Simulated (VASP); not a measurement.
# Si16N (a cell with a defect) in VASP: single point with PBE+D3(BJ)

Aim: the single point of Si16N (a cell with a defect) with PBE+D3(BJ).

Program: VASP 6.6.1. These are calculated values, not measurements. Logs are shortened: lines on timing, memory, paths and dates and some standing lists are left out, and cuts for length are marked.

**1. The cell of the first run**

The cell holds a defect, 17 atoms: a = 7.679 Å, b = 7.679 Å, c = 7.679 Å, α = 60.00°, β = 60.00°, γ = 60.00°.

**2. Single point, PBE+D3(BJ), collinear spin, ferromagnetic start**

INCAR

```
SYSTEM = Si16N
PREC = Accurate ; ENCUT = 520
EDIFF = 1E-7 ; ISMEAR = -1
SIGMA = 0.05 ; LREAL = Auto
LASPH = .TRUE. ; NELM = 150
ALGO = Normal ; ISIF = 2
LWAVE = .FALSE. ; LCHARG = .TRUE.
ISPIN = 2 ; MAGMOM = 0 0 0 0 0 0 0 0 0 0 0 0 0 0 0 0 1
LORBIT = 11 ; GGA = PE
IVDW = 12 ; LELF = .TRUE.
LVHAR = .TRUE. ; NBANDS = 52
```

KPOINTS

```
Automatic mesh
0
G
  2 2 2
  0 0 0
```

POSCAR

```
Si16N
1.0
    0.0000000000      5.4300000000      5.4300000000
    5.4300000000      0.0000000000      5.4300000000
    5.4300000000      5.4300000000      0.0000000000
Si N
16 1
Direct
    0.0133662607     -0.0088108503     -0.0069859420
    0.1649582206      0.0967391653      0.1101377931
    0.0318648158     -0.0244210265      0.4844712823
    0.1287790194      0.1189821554      0.6186598425
    0.0290907429      0.4719042272     -0.0053898520
    0.1297326707      0.6163903018      0.1222663086
   -0.0174081132      0.4930107835      0.4955943455
    0.1047690128      0.6085239296      0.6308075980
    0.5408252451     -0.0258886369     -0.0231878151
    0.6378123133      0.1117225822      0.1152955344
    0.5031433320      0.0188756691      0.4879528648
    0.6641446580      0.1293020112      0.5805627587
    0.5037321640      0.4855608574      0.0130141468
    0.6593287932      0.5745174686      0.1380622900
    0.4455187044      0.6034555052      0.4998713200
    0.6116414520      0.6524504703      0.6446498300
    0.6488654083      0.3955761869      0.4111170945
```

Potentials or basis: VASP PAW PBE potentials, release 64 (Si, N).

Command:

```bash
cat potpaw_PBE.64/Si/POTCAR potpaw_PBE.64/N/POTCAR > POTCAR
mpirun -np 1 vasp_std > vasp.out
```

OUTCAR:

```text
SYSTEM = Si16N
   PREC = Accurate
   ENCUT = 520
   EDIFF = 1E-7
   ISMEAR = -1
   LREAL = Auto
   LASPH = .TRUE.
   NELM = 150
   ISIF = 2
   ISPIN = 2
   LORBIT = 11
   GGA = PE
   IVDW = 12
 IVDW          = 12

 ion  position               nearest neighbor table
   1  0.013  0.991  0.993-   4 2.35   6 2.35   2 2.35  10 2.36
   2  0.165  0.097  0.110-   3 2.35   5 2.35   1 2.35   9 2.36
   3  0.032  0.976  0.484-  12 2.32   8 2.32   2 2.35   4 2.36  15 3.04
   4  0.129  0.119  0.619-   1 2.35   7 2.35  11 2.35   3 2.36
   5  0.029  0.472  0.995-   8 2.30  14 2.32   6 2.34   2 2.35
   6  0.130  0.616  0.122-   5 2.34   7 2.35  13 2.35   1 2.35
   7  0.983  0.493  0.496-   8 2.34   6 2.35   4 2.35  16 2.36
   8  0.105  0.609  0.631-  15 2.27   5 2.30   3 2.32   7 2.34
   9  0.541  0.974  0.977-  10 2.35   2 2.36  12 2.49  14 2.51
  10  0.638  0.112  0.115-  11 2.35   9 2.35  13 2.35   1 2.36
  11  0.503  0.019  0.488-  12 2.30  16 2.31  10 2.35   4 2.35
  12  0.664  0.129  0.581-  17 1.77  11 2.30   3 2.32   9 2.49  15 3.02
  13  0.504  0.486  0.013-  16 2.33  14 2.33   6 2.35  10 2.35
  14  0.659  0.575  0.138-  17 1.83   5 2.32  13 2.33  15 2.48   9 2.51
  15  0.446  0.603  0.500-  17 1.73   8 2.27  16 2.31  14 2.48  12 3.02   3 3.04
  16  0.612  0.652  0.645-  15 2.31  11 2.31  13 2.33   7 2.36
  17  0.649  0.396  0.411-  15 1.73  12 1.77  14 1.83

  LATTYP: Found a face centered cubic cell.
 ALAT       =    10.8600000000

  Lattice vectors:

 A1 = (   0.0000000000,   5.4300000000,   5.4300000000)
 A2 = (   5.4300000000,   0.0000000000,   5.4300000000)
 A3 = (   5.4300000000,   5.4300000000,   0.0000000000)

Analysis of symmetry for initial positions (statically):
=====================================================================
 Subroutine PRICEL returns:
 Original cell was already a primitive cell.

 Routine SETGRP: Setting up the symmetry group for a
 face centered cubic supercell.

 Subroutine GETGRP returns: Found  1 space group operations
 (whereof  1 operations were pure point group operations)
 out of a pool of 48 trial point group operations.

The static configuration has the point symmetry C_1 .

Analysis of symmetry for dynamics (positions and initial velocities):
=====================================================================
 Subroutine PRICEL returns:
 Original cell was already a primitive cell.

 Routine SETGRP: Setting up the symmetry group for a
 face centered cubic supercell.

 Subroutine GETGRP returns: Found  1 space group operations
 (whereof  1 operations were pure point group operations)
 out of a pool of 48 trial point group operations.

The dynamic configuration has the point symmetry C_1 .

Analysis of structural, dynamic, and magnetic symmetry:
=====================================================================
 Subroutine PRICEL returns:
 Original cell was already a primitive cell.

 Routine SETGRP: Setting up the symmetry group for a
 face centered cubic supercell.

 Subroutine GETGRP returns: Found  1 space group operations
 (whereof  1 operations were pure point group operations)
 out of a pool of 48 trial point group operations.

The overall configuration has the point symmetry C_1 .

 Subroutine INISYM returns: Found  1 space group operations
 (whereof  1 operations are pure point group operations),
 and found     1 'primitive' translations

----------------------------------------------------------------------------------------

                                     Primitive cell

  volume of cell :     320.2060

  direct lattice vectors                    reciprocal lattice vectors
     0.000000000  5.430000000  5.430000000    -0.092081031  0.092081031  0.092081031
     5.430000000  0.000000000  5.430000000     0.092081031 -0.092081031  0.092081031
     5.430000000  5.430000000  0.000000000     0.092081031  0.092081031 -0.092081031

  length of vectors
     7.679179644  7.679179644  7.679179644     0.159489025  0.159489025  0.159489025

  position of ions in fractional coordinates (direct lattice)
     0.013366261  0.991189150  0.993014058
     0.164958221  0.096739165  0.110137793
     0.031864816  0.975578973  0.484471282
     0.128779019  0.118982155  0.618659843
     0.029090743  0.471904227  0.994610148
     0.129732671  0.616390302  0.122266309
[... 9 lines left out ...]
     0.611641452  0.652450470  0.644649830
     0.648865408  0.395576187  0.411117094

  ion indices of the primitive-cell ions
[... 62 lines left out ...]
   NGXF,Y,Z  is equivalent  to a cutoff of  25.98, 25.98, 25.98 a.u.
 SYSTEM =  Si16N
   PREC   = accura    normal or accurate (medium, high low for compatibility)
   ISTART =      0    job   : 0-new  1-cont  2-samecut
   ICHARG =      2    charge: 1-file 2-atom 10-const
   ISPIN  =      2    spin polarized calculation?
   LNONCOLLINEAR =      F non collinear calculations
   LSORBIT =      F    spin-orbit coupling
   LASPH  =      T    aspherical Exc in radial PAW
   ENCUT  =  520.0 eV  38.22 Ry    6.18 a.u.  14.28 14.28 14.28*2*pi/ulx,y,z
   NELM   =    150;   NELMIN=  2; NELMDL= -5     # of ELM steps
   EDIFF  = 0.1E-06   stopping-criterion for ELM
   LREAL  =      T    real-space projection
   EDIFFG = 0.1E-05   stopping-criterion for IOM
   NSW    =      0    number of steps for IOM
   IBRION =     -1    ionic relax: 0-MD 1-quasi-New 2-CG
   NFREE  =      0    steps in history (QN), initial steepest desc. (CG)
   ISIF   =      2    stress and relaxation
   ISYM   =      2    0-nonsym 1-usesym 2-fastsym
   POTIM  = 0.5000    time-step for ionic-motion
   TEBEG  =    0.0;   TEEND  =   0.0 temperature during run
   PSTRESS=    0.0 pullay stress
   NELECT =      69.0000    total number of electrons
   NUPDOWN=      -1.0000    fix difference up-down
   EMIN   =  10.00;   EMAX   =-10.00  energy-range for DOS
   EFERMI =   0.00;   METHOD = LEGACY
   ISMEAR =    -1;   SIGMA  =   0.05  broadening in eV -4-tet -1-fermi 0-gaus
   EFERMI_NEDOS =   21; number of points for ismear=-14 and -15
   IALGO  =     38    algorithm
   IMIX   =      4    mixing-type and parameters
     AMIX     =   0.40;   BMIX     =  1.00
     AMIX_MAG =   1.60;   BMIX_MAG =  1.00
  volume/ion in A,a.u.               =      18.84       127.11
  Fermi-wavevector in a.u.,A,eV,Ry     =   0.981480  1.854728 13.106528  0.963303
  Thomas-Fermi vector in A             =   2.112490
   LORBIT       =     11    0 simple, 1 ext, 2 COOP (PROOUT), +10 PAW based schemes
   GGA     = PE    functional components
   LHFCALC =     F    Hartree Fock is set to
   AEXX    =    0.0000 exact exchange contribution
   IVDW    =    12    specifies the selected vdW correction
   LEPSILON=     F    determine dielectric tensor
   LRPA    =     F    only Hartree local field effects (RPA)
 spin polarized calculation
  energy-cutoff  :      520.00
  volume of cell :      320.21
 maximum number of plane-waves:      8646
 NGX is ok and might be reduce to    60
   NGX = 29   NGY = 29   NGZ = 29

 number of electron      69.0000000 magnetization       0.0000658

 Free energy of the ion-electron system (eV)
  ---------------------------------------------------
  ext. energy  EPLUGINS =         0.00000000
  ---------------------------------------------------
  free energy    TOTEN  =       -92.35441711 eV

  energy without entropy =      -92.33060886  energy(sigma->0) =      -92.34251298

 E-fermi :   6.1948     XC(G=0):  -9.5473

 val. band max:        5.9846970262   @ k =   0.0000   0.5000   0.5000
 cond. band min:       6.1959589731   @ k =   0.5000   0.0000   0.0000
 fundamental gap:      0.2112619469
 Fermi energy:         6.1947549694

 spin component 1

 k-point     1 :       0.0000    0.0000    0.0000
  band No.  band energies     occupation
      1     -10.4192      1.00000
      2      -5.7052      1.00000
      3      -4.0790      1.00000
      4      -3.7632      1.00000
      5      -3.7230      1.00000
      6      -3.1159      1.00000
[... 381 lines left out ...]
     45      10.0137      0.00000
     46      10.2837      0.00000
 Fermi energy:         6.1947549694

 spin component 2

 k-point     1 :       0.0000    0.0000    0.0000
  band No.  band energies     occupation
      1     -10.4192      1.00000
      2      -5.7052      1.00000
      3      -4.0790      1.00000
      4      -3.7632      1.00000
      5      -3.7230      1.00000
      6      -3.1159      1.00000
[... 381 lines left out ...]
     45      10.0137      0.00000
     46      10.2837      0.00000
 [bands above 46 left out]

------------------------ aborting loop because EDIFF is reached ----------------------------------------

 Edisp (eV)   -5.26721

 E8    (eV) :    -2.1614

  FORCE on cell =-STRESS in cart. coord.  units (eV):
  Direction    XX          YY          ZZ          XY          YZ          ZX
  --------------------------------------------------------------------------------------
  -------------------------------------------------------------------------------------
  Total       6.32810    -0.99234     1.00936    -0.03407     2.26911     1.09963
  in kB      31.66317    -4.96527     5.05039    -0.17045    11.35368     5.50207
  external pressure =       10.58 kB  Pullay stress =        0.00 kB

 VOLUME and BASIS-vectors are now :
 -----------------------------------------------------------------------------
  energy-cutoff  :      520.00
  volume of cell :      320.21
      direct lattice vectors                 reciprocal lattice vectors
     0.000000000  5.430000000  5.430000000    -0.092081031  0.092081031  0.092081031
     5.430000000  0.000000000  5.430000000     0.092081031 -0.092081031  0.092081031
     5.430000000  5.430000000  0.000000000     0.092081031  0.092081031 -0.092081031

 POSITION                                       TOTAL-FORCE (eV/Angst)
 -----------------------------------------------------------------------------------
     10.77422      5.46465      5.45474        -0.025977      0.015352      0.006460
      1.12334      1.49377      1.42102        -0.013639      0.001451     -0.042451
      7.92807      2.80371      5.47042         0.015752     -0.001160      0.026248
      4.00540      4.05859      1.34534         0.005783      0.009625     -0.028189
      7.96317      5.55870      2.72040         0.009265      0.033641      0.014559
      4.01091      1.36835      4.05145         0.030176     -0.018660      0.015443
[... 9 lines left out ...]
      7.04325      6.82166      6.86402        -0.042407     -0.018584     -0.009546
      4.38034      5.75570      5.67132        -0.008854      0.041986      0.019812
 -----------------------------------------------------------------------------------
    total drift:                               -0.001519     -0.006127     -0.002063

  FREE ENERGIE OF THE ION-ELECTRON SYSTEM (eV)
  ---------------------------------------------------
  free  energy   TOTEN  =       -97.6216276277 eV

  energy  without entropy=      -97.5978193735  energy(sigma->0) =      -97.60972350

 total charge

# of ion       s       p       d       tot
------------------------------------------
    1        0.738   0.957   0.000   1.696
    2        0.741   0.951   0.000   1.693
    3        0.746   0.960   0.000   1.706
    4        0.740   0.948   0.000   1.688
    5        0.751   0.958   0.000   1.709
    6        0.740   0.956   0.000   1.696
[... 9 lines left out ...]
   16        0.753   0.962   0.000   1.716
   17        1.256   2.585   0.000   3.842
--------------------------------------------------
tot         13.205  17.706   0.000  30.911

 magnetization (x)

# of ion       s       p       d       tot
------------------------------------------
    1        0.000   0.000   0.000   0.000
    2        0.000   0.000   0.000   0.000
    3       -0.000   0.000   0.000   0.000
    4        0.000   0.000   0.000   0.000
    5       -0.000  -0.000   0.000  -0.000
    6        0.000   0.000   0.000   0.000
[... 9 lines left out ...]
   16        0.000   0.000   0.000   0.000
   17        0.000   0.000   0.000   0.000
--------------------------------------------------
tot          0.000   0.000   0.000   0.000
```

It took 9.6 min on 1 thread of Oxide Virtual Turin-like, shared host; peak memory 0.68 GiB.

What came out:

* Free energy: -97.6216 eV
* Pressure: 1.1 GPa
* Largest force: 0.070 eV/Å
* Net moment: 0.00 μB per cell
* Valence electrons inside the program's atomic spheres: Si 1.70, 1.69, 1.71, 1.74, 1.64, 1.72, 1.66, 1.63 (each value once); N 3.84
* Dispersion energy per atom: -0.310 eV

Forces in eV/Å, atoms in the order of the input:
```
Si  -0.026  0.015  0.006
Si  -0.014  0.001 -0.042
Si   0.016 -0.001  0.026
Si   0.006  0.010 -0.028
Si   0.009  0.034  0.015
Si   0.030 -0.019  0.015
Si  -0.037  0.007 -0.003
Si  -0.012  0.001  0.031
Si   0.028 -0.064  0.010
Si  -0.017  0.038  0.022
Si   0.012 -0.034 -0.040
Si   0.001  0.019  0.030
Si   0.006 -0.039 -0.033
Si   0.016  0.026 -0.017
Si   0.033 -0.018 -0.002
Si  -0.042 -0.019 -0.010
N   -0.009  0.042  0.020
```

Stress tensor (GPa, compression positive):
```
 3.17 -0.02  0.55
-0.02 -0.50  1.14
 0.55  1.14  0.51
```

Caveat: the k points lie up to 0.50 Å⁻¹ apart.
